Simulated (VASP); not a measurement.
# Cu4Mo (I4/mmm) in VASP: further runs, part 2 of 3

VASP 6.6.1. The steps go on from the part before.

**3. Single point, PBE**

This run uses another cell than the first one, of 16.17 Å³/atom.

File INCAR:

```
SYSTEM = Cu4Mo
PREC = Accurate
ENCUT = 520
EDIFF = 1E-7
ISMEAR = 0
SIGMA = 0.1
LREAL = .FALSE.
LASPH = .TRUE.
NELM = 60
ALGO = Normal
ISIF = 2
LWAVE = .FALSE.
LCHARG = .FALSE.
GGA = PE
NBANDS = 37
```

File KPOINTS:

```
regular mesh
0
G
  6 6 6
  0 0 0
```

File POSCAR:

```
Cu4Mo
1.0
   -2.3709904361      2.3709904361      3.5959481733
    2.3709904361     -2.3709904361      3.5959481733
    2.3709904361      2.3709904361     -3.5959481733
Cu Mo
4 1
Direct
    0.6633152006      0.6633152006      0.0000000000
    0.5000000000      0.0000000000      0.5000000000
    0.0000000000      0.5000000000      0.5000000000
    0.3366847994      0.3366847994      0.0000000000
    0.0000000000      0.0000000000      0.0000000000
```

Potentials or basis: VASP PAW PBE potentials, release 64 (Cu, Mo_sv).

On the command line:

```sh
$ cat potpaw_PBE.64/Cu/POTCAR potpaw_PBE.64/Mo_sv/POTCAR > POTCAR
$ mpirun -np 1 vasp_std > vasp.out
```

OUTCAR:

```text
SYSTEM = Cu4Mo
   PREC = Accurate
   ENCUT = 520
   EDIFF = 1E-7
   ISMEAR = 0
   LREAL = .FALSE.
   LASPH = .TRUE.
   NELM = 60
   ISIF = 2
   GGA = PE

 ion  position               nearest neighbor table
   1  0.663  0.663  0.000-   4 2.35   5 2.42   2 2.65   3 2.65   2 2.65   3 2.65
   2  0.500  0.000  0.500-   5 2.37   5 2.37   1 2.65   1 2.65   4 2.65   4 2.65
   3  0.000  0.500  0.500-   5 2.37   5 2.37   1 2.65   1 2.65   4 2.65   4 2.65
   4  0.337  0.337  0.000-   1 2.35   5 2.42   3 2.65   2 2.65   2 2.65   3 2.65
   5  0.000  0.000  0.000-   2 2.37   3 2.37   3 2.37   2 2.37   1 2.42   4 2.42

  LATTYP: Found a body centered tetragonal cell.
 ALAT       =     4.7419808722
 C/A-ratio  =     1.5166438964

  Lattice vectors:

 A1 = (  -2.3709904361,   2.3709904361,   3.5959481733)
 A2 = (   2.3709904361,  -2.3709904361,   3.5959481733)
 A3 = (   2.3709904361,   2.3709904361,  -3.5959481733)

Analysis of symmetry for initial positions (statically):
=====================================================================
 Subroutine PRICEL returns:
 Original cell was already a primitive cell.

 Routine SETGRP: Setting up the symmetry group for a
 body centered tetragonal supercell.

 Subroutine GETGRP returns: Found 16 space group operations
 (whereof 16 operations were pure point group operations)
 out of a pool of 16 trial point group operations.

The static configuration has the point symmetry D_4h.

Analysis of symmetry for dynamics (positions and initial velocities):
=====================================================================
 Subroutine PRICEL returns:
 Original cell was already a primitive cell.

 Routine SETGRP: Setting up the symmetry group for a
 body centered tetragonal supercell.

 Subroutine GETGRP returns: Found 16 space group operations
 (whereof 16 operations were pure point group operations)
 out of a pool of 16 trial point group operations.

The dynamic configuration has the point symmetry D_4h.

 Subroutine INISYM returns: Found 16 space group operations
 (whereof 16 operations are pure point group operations),
 and found     1 'primitive' translations
[... 118 lines left out ...]
   IALGO  =     38    algorithm
   IMIX   =      4    mixing-type and parameters
     AMIX     =   0.40;   BMIX     =  1.00
     AMIX_MAG =   1.60;   BMIX_MAG =  1.00
  volume/ion in A,a.u.               =      16.17       109.13
  Fermi-wavevector in a.u.,A,eV,Ry     =   1.465457  2.769313 29.219395  2.147565
  Thomas-Fermi vector in A             =   2.581312
   LORBIT       =      0    0 simple, 1 ext, 2 COOP (PROOUT), +10 PAW based schemes
   GGA     = PE    functional components
   LHFCALC =     F    Hartree Fock is set to
   AEXX    =    0.0000 exact exchange contribution
   IVDW    =     0    specifies the selected vdW correction
   LEPSILON=     F    determine dielectric tensor
   LRPA    =     F    only Hartree local field effects (RPA)
 non-spin polarized calculation
 Gauss-broadening in eV      SIGMA  =   0.10
  energy-cutoff  :      520.00
  volume of cell :       80.86
 maximum number of plane-waves:      2200
 NGX is ok and might be reduce to    40
   NGX = 19   NGY = 19   NGZ = 19

 number of electron      58.0000011 magnetization

 Free energy of the ion-electron system (eV)
  ---------------------------------------------------
  ext. energy  EPLUGINS =         0.00000000
  ---------------------------------------------------
  free energy    TOTEN  =       -20.13559876 eV

  energy without entropy =      -20.11546884  energy(sigma->0) =      -20.12553380

 E-fermi :   5.8043     XC(G=0): -11.3496

 val. band max:        5.8026656447   @ k =   0.5000   0.5000   0.3333
 cond. band min:       5.8048455548   @ k =   0.3333   0.0000  -0.0000
 fundamental gap:      0.0021799101
 Fermi energy:         5.8043478704

 k-point     1 :       0.0000    0.0000    0.0000
  band No.  band energies     occupation
      1     -55.0097      2.00000
      2     -29.1629      2.00000
      3     -29.1408      2.00000
      4     -29.1408      2.00000
      5      -1.4657      2.00000
      6       1.3257      2.00000
[... 949 lines left out ...]
     36      12.2461      0.00000
     37      12.5611      0.00000

 [... further k-points ...]
[... 5 lines left out ...]
  --------------------------------------------------------------------------------------
  -------------------------------------------------------------------------------------
  Total        0.1938707      0.1938707      0.1862990      0.0000000     -0.0000000      0.0000000
  in kB        3.8414024      3.8414024      3.6913747      0.0000000     -0.0000000      0.0000000
  external PRESSURE =       3.7913931 kB  Pullay stress =       0.0000000 kB

 VOLUME and BASIS-vectors are now :
 -----------------------------------------------------------------------------
  energy-cutoff  :      520.00
  volume of cell :       80.86
      direct lattice vectors                 reciprocal lattice vectors
    -2.370990436  2.370990436  3.595948173     0.000000000  0.210882335  0.139045386
     2.370990436 -2.370990436  3.595948173     0.210882335  0.000000000  0.139045386
     2.370990436  2.370990436 -3.595948173     0.210882335  0.210882335  0.000000000

 POSITION                                       TOTAL-FORCE (eV/Angst)
 -----------------------------------------------------------------------------------
      0.00000      0.00000      4.77049        -0.000000     -0.000000     -0.009792
      0.00000      2.37099      0.00000         0.000000      0.000000      0.000000
      2.37099      0.00000      0.00000         0.000000      0.000000      0.000000
      0.00000      0.00000      2.42140        -0.000000     -0.000000      0.009792
      0.00000      0.00000      0.00000         0.000000      0.000000      0.000000
 -----------------------------------------------------------------------------------
    total drift:                               -0.000000     -0.000000      0.000000

  FREE ENERGIE OF THE ION-ELECTRON SYSTEM (eV)
  ---------------------------------------------------
  free  energy   TOTEN  =       -20.1355987578 eV

  energy  without entropy=      -20.1154688386  energy(sigma->0) =      -20.12553380
```

OSZICAR:

```text
N       E                     dE             d eps       ncg     rms          rms(c)
DAV:   1     0.597388904981E+03    0.59739E+03   -0.26173E+04  2244   0.237E+03
DAV:   2     0.391902794883E+02   -0.55820E+03   -0.54272E+03  2236   0.482E+02
DAV:   3    -0.212505524050E+02   -0.60441E+02   -0.56390E+02  2716   0.197E+02
DAV:   4    -0.245508428413E+02   -0.33003E+01   -0.32038E+01  3401   0.516E+01
DAV:   5    -0.245851570478E+02   -0.34314E-01   -0.34277E-01  3260   0.578E+00    0.206E+01
DAV:   6    -0.268392676386E+02   -0.22541E+01   -0.72249E+01  2635   0.170E+02    0.166E+01
DAV:   7    -0.201230695857E+02    0.67162E+01   -0.21223E+01  2798   0.813E+01    0.355E+00
DAV:   8    -0.201767506293E+02   -0.53681E-01   -0.25223E+00  2903   0.245E+01    0.245E+00
DAV:   9    -0.201770467202E+02   -0.29609E-03   -0.38731E-01  2559   0.253E+01    0.194E+00
DAV:  10    -0.201369141702E+02    0.40133E-01   -0.81838E-02  3112   0.107E+01    0.559E-01
DAV:  11    -0.201358409842E+02    0.10732E-02   -0.29013E-02  3683   0.445E+00    0.278E-01
DAV:  12    -0.201356643818E+02    0.17660E-03   -0.51301E-03  3300   0.163E+00    0.830E-02
DAV:  13    -0.201356108424E+02    0.53539E-04   -0.75119E-04  3428   0.566E-01    0.319E-02
DAV:  14    -0.201356014605E+02    0.93820E-05   -0.15725E-04  3003   0.213E-01    0.180E-02
DAV:  15    -0.201355998469E+02    0.16136E-05   -0.22520E-05  2890   0.111E-01    0.622E-03
DAV:  16    -0.201355987224E+02    0.11245E-05   -0.35947E-06  2980   0.321E-02    0.917E-04
DAV:  17    -0.201355987578E+02   -0.35385E-07   -0.20534E-07  1793   0.685E-03
   1 F= -.20135599E+02 E0= -.20125534E+02  d E =-.201299E-01
```

stdout:

```text
POSCAR found type information on POSCAR CuMo
 POSCAR found :  2 types and       5 ions
 scaLAPACK will be used
 LDA part: xc-table for (Slater+PW92), standard interpolation
 POSCAR, INCAR and KPOINTS ok, starting setup
 FFT: planning ... GRIDC
 FFT: planning ... GRID_SOFT
 FFT: planning ... GRID
 WAVECAR not read
 entering main loop
```

Run time: 2.9 min. Hardware: 1 thread of Intel Xeon Platinum 8488C (Sapphire Rapids), shared host; peak memory 0.27 GiB.

What came out:

```yaml
Free_energy: -20.1356 eV
Pressure: 0.4 GPa
Largest_force: 0.010 eV/Å
Band_gap_on_the_k_mesh: zero (bands 29 and 30 overlap by 1.16 eV)
```

Forces on the atoms (eV/Å):
```
Cu   0.000  0.000 -0.010
Cu   0.000  0.000  0.000
Cu   0.000  0.000  0.000
Cu   0.000  0.000  0.010
Mo   0.000  0.000  0.000
```

Levels at points of the mesh, in eV from the Fermi level:
| k point | band 27 | band 28 | band 29 | band 30 | band 31 | band 32 |
| --- | --- | --- | --- | --- | --- | --- |
| (0.00, 0.00, 0.00) | -0.14 | 0.57 | 0.57 | 1.09 | 2.80 | 2.80 |
| (0.50, 0.00, 0.00) | -0.75 | -0.58 | -0.19 | 0.21 | 0.76 | 1.81 |
| (0.50, 0.50, 0.00) | -1.15 | -0.99 | -0.69 | -0.60 | 0.15 | 0.42 |
| (0.50, 0.50, 0.50) | -0.23 | -0.18 | -0.17 | -0.17 | 0.88 | 0.88 |

(Part 2 of 3 ends here.)
